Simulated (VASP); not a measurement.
Mg3SO3, 7 atoms in the cell. The cell holds a slab with vacuum, 7 atoms: a = 3.009 Å, b = 3.009 Å, c = 19.780 Å, α = 90.00°, β = 90.00°, γ = 90.00°. 

| Item | Value |
| --- | --- |
| Program | VASP 6.6.1 |
| Task | single point |
| Functional | PBE |
| Potentials or basis | VASP PAW PBE potentials, release 64 (Mg, O, S) |
| Cutoff | 520 eV |
| k mesh | 9 × 9 × 1 |
| Occupations | gaussian, width 0.05 eV |
| Spin | collinear spin |
| Starting moments | [0.0, 0.0, 0.0, 0.0, 0.0, 0.0, 2.0] μB |
| Dipole correction | yes |
| Further INCAR settings | ALGO = Fast; EDIFF = 1e-06; NBANDS = 28 |

Potentials or basis: VASP PAW PBE potentials, release 64 (Mg, O, S).

Run with:

```sh
$ cat potpaw_PBE.64/Mg/POTCAR potpaw_PBE.64/O/POTCAR potpaw_PBE.64/S/POTCAR > POTCAR
$ mpirun -np 1 vasp_std > vasp.out
```

Hardware: 1 thread of Oxide Virtual Turin-like Processor, on a shared host.

How long does it take, and how much memory?

Wall time 6.8 min on 1 thread of Oxide Virtual Turin-like Processor, with other jobs on the host, peak memory 0.42 GiB. Counts: scf iterations 29, k points 25.
